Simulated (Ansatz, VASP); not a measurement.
## Two plane-wave programs on Al

```xyz
2
Lattice="2.8331 0.0000 0.0000 -1.4166 2.4536 0.0000 0.0000 0.0000 4.6949" Properties=species:S:1:pos:R:3 pbc="T T T"
Al    1.4166    0.8179    3.5211
Al    0.0000    1.6357    1.1737
```

Alike in both runs: functional PBEsol; k mesh 24 × 24 × 12; occupations gaussian, width 0.1 eV; no spin polarisation.

Ansatz relaxed the structure, and its values are those at the end. VASP's run is a single point on that final structure, the one shown.

|  | VASP | Ansatz |
| --- | --- | --- |
| version | VASP 6.6.1 | Ansatz 0.2.0 |
| potentials or method | VASP PAW PBE potentials, release 64 (Al), cutoff 520 eV | scalar-relativistic, plane waves, PAW |
| valence electrons in the cell | 6 | 6 |

```tsv
	VASP	Ansatz	Ansatz less VASP
gap on the k mesh at the Fermi level (eV)	none	none	-
pressure (GPa)	0.1	0.0	-0.06
```

VASP's potentials were made for PBE, not for PBEsol. A gap of «none» marks a metal or a gap that the smearing closes.
